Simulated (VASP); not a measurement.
# SnO2 (R-3m) in VASP: a series of runs

SnO2 is run at these levels: r2SCAN, PBE, HSE06; tasks: single point.

Everything below comes from runs of VASP 6.6.1. Logs are shortened: lines on timing, memory, paths and dates and some standing lists are left out, and cuts for length are marked.

## Step 1: The cell of the first run

It takes space group R-3m (No. 166, trigonal). Conventional cell: a = 3.583 Å, b = 3.583 Å, c = 8.297 Å, α = 90.00°, β = 90.00°, γ = 120.00°. Within 2.8 Å of Sn (site symmetry -3m) lie 8 O at 2.09 to 2.18 Å. Within 2.8 Å of O (site symmetry 3m) lie 4 Sn at 2.09 to 2.18 Å and 6 O at 2.47 to 2.51 Å.

## Step 2: Single point, r2SCAN (strain along [111] -5.5%)

Input file POSCAR:

```
SnO2
1.0
   -0.0922181978      2.4412487738      2.4412487738
    2.4412487738     -0.0922181978      2.4412487738
    2.4412487738      2.4412487738     -0.0922181978
Sn O
1 2
Direct
    0.0000000000      0.0000000000      0.0000000000
    0.2523282179      0.2523282179      0.2523282179
    0.7476717821      0.7476717821      0.7476717821
```

Input file INCAR.step1:

```
SYSTEM = SnO2
PREC     = Accurate       ! precision mode
ENCUT    = 520            ! plane-wave cutoff, eV
ISMEAR   = 0              ! smearing method
SIGMA    = 0.01           ! smearing width, eV
LREAL    = .False.        ! projectors in reciprocal space
LASPH    = .True.         ! aspherical terms in the spheres
NELM     = 60             ! most SCF steps
NBANDS   = 20             ! bands
GGA      = PE             ! functional
ALGO     = Normal         ! electronic algorithm
EDIFF    = 1E-4           ! SCF threshold, eV
LWAVE    = .True.         ! write WAVECAR
LCHARG   = .False.        ! write CHGCAR
```

Input file INCAR.step2:

```
SYSTEM = SnO2
PREC     = Accurate       ! precision mode
ENCUT    = 520            ! plane-wave cutoff, eV
EDIFF    = 1E-6           ! SCF threshold, eV
ISMEAR   = 0              ! smearing method
SIGMA    = 0.01           ! smearing width, eV
LREAL    = .False.        ! projectors in reciprocal space
LASPH    = .True.         ! aspherical terms in the spheres
NELM     = 60             ! most SCF steps
ALGO     = Normal         ! electronic algorithm
ISIF     = 2              ! what is computed and relaxed
LWAVE    = .False.        ! write WAVECAR
LCHARG   = .False.        ! write CHGCAR
METAGGA  = R2SCAN         ! meta-GGA
LMIXTAU  = .True.       
NBANDS   = 20             ! bands
ISTART   = 1
```

Input file KPOINTS:

```
Automatic mesh
0
Gamma
  8 8 8
  0 0 0
```

Potentials or basis: VASP PAW PBE potentials, release 64 (Sn_d, O).

Launch:

```
cat potpaw_PBE.64/Sn_d/POTCAR potpaw_PBE.64/O/POTCAR > POTCAR
cp INCAR.step1 INCAR
mpirun -np 1 vasp_std > vasp.out
cp INCAR.step2 INCAR
mpirun -np 1 vasp_std > vasp.out
```

OUTCAR:

```text
SYSTEM = SnO2
   PREC = Accurate
   ENCUT = 520
   EDIFF = 1E-6
   ISMEAR = 0
   LREAL = .False.
   LASPH = .True.
   NELM = 60
   ISIF = 2
   METAGGA = R2SCAN
   ISTART = 1

 ion  position               nearest neighbor table
   1  0.000  0.000  0.000-   2 2.09   3 2.09   3 2.18   3 2.18   3 2.18   2 2.18   2 2.18   2 2.18

   2  0.252  0.252  0.252-   1 2.09   1 2.18   1 2.18   1 2.18
   3  0.748  0.748  0.748-   1 2.09   1 2.18   1 2.18   1 2.18

  LATTYP: Found a trigonal (rhomboedric) cell.
 ALAT       =     3.4536785240
 COS(alpha) =     0.4618954384

  Lattice vectors:

 A1 = (  -0.0922181978,   2.4412487738,   2.4412487738)
 A2 = (   2.4412487738,  -0.0922181978,   2.4412487738)
 A3 = (   2.4412487738,   2.4412487738,  -0.0922181978)

Analysis of symmetry for initial positions (statically):
=====================================================================
 Subroutine PRICEL returns:
 Original cell was already a primitive cell.

 Routine SETGRP: Setting up the symmetry group for a
 trigonal (rhombohedral) supercell.

 Subroutine GETGRP returns: Found 12 space group operations
 (whereof 12 operations were pure point group operations)
 out of a pool of 12 trial point group operations.

The static configuration has the point symmetry D_3d.

Analysis of symmetry for dynamics (positions and initial velocities):
=====================================================================
 Subroutine PRICEL returns:
 Original cell was already a primitive cell.

 Routine SETGRP: Setting up the symmetry group for a
 trigonal (rhombohedral) supercell.

 Subroutine GETGRP returns: Found 12 space group operations
 (whereof 12 operations were pure point group operations)
 out of a pool of 12 trial point group operations.

The dynamic configuration has the point symmetry D_3d.

 Subroutine INISYM returns: Found 12 space group operations
 (whereof 12 operations are pure point group operations),
 and found     1 'primitive' translations

----------------------------------------------------------------------------------------

                                     Primitive cell

  volume of cell :      30.7462

  direct lattice vectors                    reciprocal lattice vectors
    -0.092218198  2.441248774  2.441248774    -0.193558649  0.201157371  0.201157371
     2.441248774 -0.092218198  2.441248774     0.201157371 -0.193558649  0.201157371
     2.441248774  2.441248774 -0.092218198     0.201157371  0.201157371 -0.193558649

  length of vectors
     3.453678524  3.453678524  3.453678524     0.344083604  0.344083604  0.344083604

  position of ions in fractional coordinates (direct lattice)
     0.000000000  0.000000000  0.000000000
     0.252328218  0.252328218  0.252328218
     0.747671782  0.747671782  0.747671782

  ion indices of the primitive-cell ions
   primitive index   ion index
                 1           1
                 2           2
                 3           3

----------------------------------------------------------------------------------------

 KPOINTS: Automatic mesh

Automatic generation of k-mesh.
 Grid dimensions read from file:
 generate k-points for:    8    8    8

 Generating k-lattice:

  Cartesian coordinates                     Fractional coordinates (reciprocal lattice)
    -0.024194831  0.025144671  0.025144671     0.125000000  0.000000000 -0.000000000
     0.025144671 -0.024194831  0.025144671     0.000000000  0.125000000 -0.000000000
     0.025144671  0.025144671 -0.024194831     0.000000000  0.000000000  0.125000000

  Length of vectors
     0.043010450  0.043010450  0.043010450

  Shift w.r.t. Gamma in fractional coordinates (k-lattice)
     0.000000000  0.000000000  0.000000000

 Subroutine IBZKPT returns following result:
 ===========================================

 Found     65 irreducible k-points:

 Following reciprocal coordinates:
            Coordinates               Weight
  0.000000  0.000000  0.000000      1.000000
  0.125000  0.000000  0.000000      6.000000
  0.250000  0.000000  0.000000      6.000000
  0.375000  0.000000  0.000000      6.000000
  0.500000  0.000000  0.000000      3.000000
  0.125000  0.125000  0.000000      6.000000
[... 16 lines left out ...]
  0.250000  0.125000  0.125000      6.000000
  0.375000  0.125000  0.125000      6.000000
 [... further k-points ...]
   k-points           NKPTS =     65   k-points in BZ     NKDIM =     65   number of bands    NBANDS=     20
   number of dos      NEDOS =    301   number of ions     NIONS =      3
   total plane-waves  NPLWV =  21952
   dimension x,y,z NGX =    28 NGY =   28 NGZ =   28
   dimension x,y,z NGXF=    56 NGYF=   56 NGZF=   56
   ions per type =               1   2
   NGX,Y,Z   is equivalent  to a cutoff of  13.48, 13.48, 13.48 a.u.
   NGXF,Y,Z  is equivalent  to a cutoff of  26.96, 26.96, 26.96 a.u.
 SYSTEM =  SnO2
   PREC   = accura    normal or accurate (medium, high low for compatibility)
   ISTART =      1    job   : 0-new  1-cont  2-samecut
   ICHARG =      0    charge: 1-file 2-atom 10-const
   ISPIN  =      1    spin polarized calculation?
   LNONCOLLINEAR =      F non collinear calculations
   LSORBIT =      F    spin-orbit coupling
   LASPH  =      T    aspherical Exc in radial PAW
   ENCUT  =  520.0 eV  38.22 Ry    6.18 a.u.   6.42  6.42  6.42*2*pi/ulx,y,z
   NELM   =     60;   NELMIN=  2; NELMDL=  0     # of ELM steps
   EDIFF  = 0.1E-05   stopping-criterion for ELM
   LREAL  =      F    real-space projection
   EDIFFG = 0.1E-04   stopping-criterion for IOM
   NSW    =      0    number of steps for IOM
   IBRION =     -1    ionic relax: 0-MD 1-quasi-New 2-CG
   NFREE  =      0    steps in history (QN), initial steepest desc. (CG)
   ISIF   =      2    stress and relaxation
   ISYM   =      2    0-nonsym 1-usesym 2-fastsym
   POTIM  = 0.5000    time-step for ionic-motion
   TEBEG  =    0.0;   TEEND  =   0.0 temperature during run
   PSTRESS=    0.0 pullay stress
   NELECT =      26.0000    total number of electrons
   NUPDOWN=      -1.0000    fix difference up-down
   EMIN   =  10.00;   EMAX   =-10.00  energy-range for DOS
   EFERMI =   0.00;   METHOD = LEGACY
   ISMEAR =     0;   SIGMA  =   0.01  broadening in eV -4-tet -1-fermi 0-gaus
   EFERMI_NEDOS =   21; number of points for ismear=-14 and -15
   IALGO  =     38    algorithm
   IMIX   =      4    mixing-type and parameters
     AMIX     =   0.40;   BMIX     =  1.00
     AMIX_MAG =   1.60;   BMIX_MAG =  1.00
  volume/ion in A,a.u.               =      10.25        69.16
  Fermi-wavevector in a.u.,A,eV,Ry     =   1.548111  2.925506 32.608382  2.396648
  Thomas-Fermi vector in A             =   2.653108
   LORBIT       =      0    0 simple, 1 ext, 2 COOP (PROOUT), +10 PAW based schemes
   METAGGA = R2SCAN    functional components
   LHFCALC =     F    Hartree Fock is set to
   AEXX    =    0.0000 exact exchange contribution
   IVDW    =     0    specifies the selected vdW correction
   LEPSILON=     F    determine dielectric tensor
   LRPA    =     F    only Hartree local field effects (RPA)
 non-spin polarized calculation
 Gauss-broadening in eV      SIGMA  =   0.01
  energy-cutoff  :      520.00
  volume of cell :       30.75
 maximum number of plane-waves:       857
 NGX is ok and might be reduce to    28
   NGX = 13   NGY = 13   NGZ = 13

 number of electron      25.9999998 magnetization

 Free energy of the ion-electron system (eV)
  ---------------------------------------------------
  ext. energy  EPLUGINS =         0.00000000
  ---------------------------------------------------
  free energy    TOTEN  =       -41.36841044 eV

  energy without entropy =      -41.36841044  energy(sigma->0) =      -41.36841044

 E-fermi :   8.6074     XC(G=0): -13.1060

 val. band max:        8.5338604073   @ k =  -0.2500   0.5000   0.2500
 cond. band min:      10.0453490506   @ k =   0.0000   0.0000   0.0000
 fundamental gap:      1.5114886432
 Fermi energy:         8.6073550357

 k-point     1 :       0.0000    0.0000    0.0000
  band No.  band energies     occupation
      1     -12.8247      2.00000
      2     -12.5890      2.00000
      3     -12.5890      2.00000
      4     -12.4626      2.00000
      5     -12.3458      2.00000
      6     -12.3458      2.00000
[... 12 lines left out ...]
     19      25.1373      0.00000
     20      25.1374      0.00000

 k-point     2 :       0.1250    0.0000    0.0000
  band No.  band energies     occupation
      1     -12.8281      2.00000
      2     -12.6129      2.00000
      3     -12.5749      2.00000
      4     -12.3503      2.00000
      5     -12.3479      2.00000
      6     -12.3369      2.00000
[... 12 lines left out ...]
     19      25.1610      0.00000
     20      25.3026      0.00000

 k-point     3 :       0.2500    0.0000    0.0000
  band No.  band energies     occupation
      1     -13.0639      2.00000
      2     -12.5544      2.00000
      3     -12.5456      2.00000
      4     -12.3481      2.00000
      5     -12.3370      2.00000
      6     -11.8280      2.00000
[... 12 lines left out ...]
     19      25.6359      0.00000
     20      26.1054      0.00000

 k-point     4 :       0.3750    0.0000    0.0000
  band No.  band energies     occupation
      1     -13.3028      2.00000
      2     -12.5257      2.00000
      3     -12.5240      2.00000
      4     -12.3382      2.00000
      5     -12.3150      2.00000
      6     -11.0084      2.00000
[... 12 lines left out ...]
     19      25.9466      0.00000
     20      26.0712      0.00000

 k-point     5 :       0.5000    0.0000    0.0000
  band No.  band energies     occupation
      1     -13.3958      2.00000
      2     -12.5208      2.00000
      3     -12.5173      2.00000
      4     -12.3306      2.00000
      5     -12.3019      2.00000
      6     -10.4022      2.00000
[... 12 lines left out ...]
     19      25.6759      0.00000
     20      25.9902      0.00000
[... 353 lines left out ...]
      6     -10.7833      2.00000
[... 12 lines left out ...]
     19      26.8734      0.00000
     20      27.9329      0.00000

 k-point    22 :       0.1250    0.1250    0.1250
  band No.  band energies     occupation
      1     -12.7326      2.00000
      2     -12.5687      2.00000
      3     -12.5687      2.00000
      4     -12.5075      2.00000
      5     -12.3475      2.00000
      6     -12.3475      2.00000
[... 12 lines left out ...]
     19      25.1252      0.00000
     20      25.1252      0.00000

 k-point    23 :       0.2500    0.1250    0.1250
  band No.  band energies     occupation
      1     -12.8808      2.00000
      2     -12.6174      2.00000
      3     -12.5504      2.00000
      4     -12.3607      2.00000
      5     -12.3426      2.00000
      6     -12.1312      2.00000
[... 12 lines left out ...]
     19      25.0162      0.00000
     20      26.5206      0.00000

 k-point    24 :       0.3750    0.1250    0.1250
  band No.  band energies     occupation
      1     -13.1173      2.00000
      2     -12.6533      2.00000
      3     -12.5173      2.00000
      4     -12.3645      2.00000
      5     -12.3340      2.00000
      6     -11.4091      2.00000
[... 12 lines left out ...]
     19      24.9161      0.00000
     20      28.4694      0.00000

 [... further k-points ...]
[... 5 lines left out ...]
  --------------------------------------------------------------------------------------
  -------------------------------------------------------------------------------------
  Total        3.2082191      3.2082191      3.2082191      0.3037634      0.3037634      0.3037634
  in kB      167.1795951    167.1795951    167.1795951     15.8290468     15.8290468     15.8290468
  external PRESSURE =     167.1795951 kB  Pullay stress =       0.0000000 kB

 VOLUME and BASIS-vectors are now :
 -----------------------------------------------------------------------------
  energy-cutoff  :      520.00
  volume of cell :       30.75
      direct lattice vectors                 reciprocal lattice vectors
    -0.092218198  2.441248774  2.441248774    -0.193558649  0.201157371  0.201157371
     2.441248774 -0.092218198  2.441248774     0.201157371 -0.193558649  0.201157371
     2.441248774  2.441248774 -0.092218198     0.201157371  0.201157371 -0.193558649

 POSITION                                       TOTAL-FORCE (eV/Angst)
 -----------------------------------------------------------------------------------
      0.00000      0.00000      0.00000        -0.000000      0.000000     -0.000000
      1.20872      1.20872      1.20872         0.016001      0.016001      0.016001
      3.58156      3.58156      3.58156        -0.016001     -0.016001     -0.016001
 -----------------------------------------------------------------------------------
    total drift:                                0.000000      0.000000     -0.000000

  FREE ENERGIE OF THE ION-ELECTRON SYSTEM (eV)
  ---------------------------------------------------
  free  energy   TOTEN  =       -41.3684104363 eV

  energy  without entropy=      -41.3684104363  energy(sigma->0) =      -41.36841044
```

Wall time 2.4 min (1 thread of AMD EPYC 7R43 (Zen 3), shared host); peak memory 0.15 GiB.

What came out:

| Item | Value |
| --- | --- |
| Free energy | -41.3684 eV |
| Pressure | 16.7 GPa |
| Largest force | 0.028 eV/Å |
| Band gap on the k mesh | 1.51 eV, indirect (least direct gap 2.95 eV) |

Forces in eV/Å, atoms in the order of the input:
```
Sn   0.000  0.000  0.000
O    0.016  0.016  0.016
O   -0.016 -0.016 -0.016
```

Levels at points of the mesh, in eV from the valence-band top:
```
           k point  band 11  band 12  band 13  band 14  band 15  band 16
(0.00, 0.00, 0.00)    -1.75    -1.44    -1.44     1.51     7.74     7.74
(0.50, 0.00, 0.00)    -3.60    -2.30    -2.26     6.12     8.79    11.54
(0.50, 0.50, 0.00)    -0.27    -0.19    -0.17     4.20     8.61    10.84
(0.50, 0.50, 0.50)    -3.84    -2.49    -2.49     6.23     9.15    11.99
```

Caveat: the cell differs from its parent crystal (strain along [111] -5.5%); the PAW data sets were made with another functional, which shifts forces and pressure a little; spin-orbit coupling is left out, which moves the levels of the heavy elements. A k mesh can miss the band edges.

## Step 3: Single point, PBE (strain along [111] -5.5%)

Input file INCAR:

```
SYSTEM = SnO2
PREC = Accurate
ENCUT = 600
EDIFF = 1E-6
ISMEAR = -1
SIGMA = 0.02
LREAL = .False.
LASPH = .True.
NELM = 120
ALGO = Normal
ISIF = 2
LWAVE = .False.
LCHARG = .False.
GGA = PE
NBANDS = 20
GGA_COMPAT = .False.
```

KPOINTS is that of step 2.

POSCAR is that of step 2.

Potentials or basis: VASP PAW PBE potentials, release 64 (Sn_d, O).

Launch:

```
cat potpaw_PBE.64/Sn_d/POTCAR potpaw_PBE.64/O/POTCAR > POTCAR
mpirun -np 1 vasp_std > vasp.out
```

It took 20 s on 1 thread of Intel Xeon 6975P-C (Granite Rapids), shared host; peak memory 0.18 GiB.

Results (log left out):

```yaml
Free_energy: -17.6643 eV
Pressure: 25.1 GPa
Largest_force: 0.085 eV/Å
Band_gap_on_the_k_mesh: 0.90 eV, indirect (least direct gap 2.30 eV)
```

Forces in eV/Å, atoms in the order of the input:
```
Sn   0.000  0.000  0.000
O    0.049  0.049  0.049
O   -0.049 -0.049 -0.049
```

Stress tensor (GPa, compression positive):
```
25.14  1.67  1.67
 1.67 25.14  1.67
 1.67  1.67 25.14
```

Levels at points of the mesh, in eV from the valence-band top:
```csv
k point,band 11,band 12,band 13,band 14,band 15,band 16
"(0.00, 0.00, 0.00)",-1.71,-1.40,-1.40,0.90,6.97,6.97
"(0.50, 0.00, 0.00)",-3.55,-2.23,-2.19,5.45,8.21,10.58
"(0.50, 0.50, 0.00)",-0.26,-0.18,-0.16,3.61,7.74,10.24
"(0.50, 0.50, 0.50)",-3.79,-2.42,-2.42,5.54,8.57,11.00
```

Caveat: the cell differs from its parent crystal (strain along [111] -5.5%); spin-orbit coupling is left out, which moves the levels of the heavy elements. A k mesh can miss the band edges.

(Continued in part 2 of 2.)
